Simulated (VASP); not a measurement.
A run of VASP 6.6.1:

The input INCAR:

```
SYSTEM = ZnSe
ALGO     = Normal         ! electronic algorithm
EDIFF    = 1E-6           ! SCF threshold, eV
ENCUT    = 500            ! plane-wave cutoff, eV
GGA      = PE             ! functional
GGA_COMPAT= .FALSE.      
ISIF     = 2              ! what is computed and relaxed
ISMEAR   = 0              ! smearing method
LASPH    = .TRUE.         ! aspherical terms in the spheres
LCHARG   = .TRUE.         ! write CHGCAR
LELF     = .TRUE.         ! ELF
LREAL    = .FALSE.        ! projectors in reciprocal space
LVHAR    = .TRUE.       
LWAVE    = .FALSE.        ! write WAVECAR
NBANDS   = 16             ! bands
NELM     = 120            ! most SCF steps
PREC     = Accurate       ! precision mode
SIGMA    = 0.02           ! smearing width, eV
```

The input KPOINTS:

```
k-points
0
G
  8 8 8
  0 0 0
```

Contents of POSCAR:

```
ZnSe
1.0
    0.0000000000      2.8664257658      2.8664257658
    2.8664257658      0.0000000000      2.8664257658
    2.8664257658      2.8664257658      0.0000000000
Zn Se
1 1
Direct
    0.0000000000      0.0000000000      0.0000000000
    0.2500000000      0.2500000000      0.2500000000
```

Potentials or basis: VASP PAW PBE potentials, release 64 (Zn, Se).

The run is started by

```console
$ cat potpaw_PBE.64/Zn/POTCAR potpaw_PBE.64/Se/POTCAR > POTCAR
$ mpirun -np 1 vasp_std > vasp.out
```

Hardware: 1 thread of AMD EPYC 7R43 64-Core Processor (Zen 3), on a shared host.

Q: Estimate the wall time of this run.

A: Wall time 56 s on 1 thread of AMD EPYC 7R43 64-Core Processor (Zen 3), on a shared host, peak memory 0.14 GiB. Counts: scf iterations 13, k points 29.
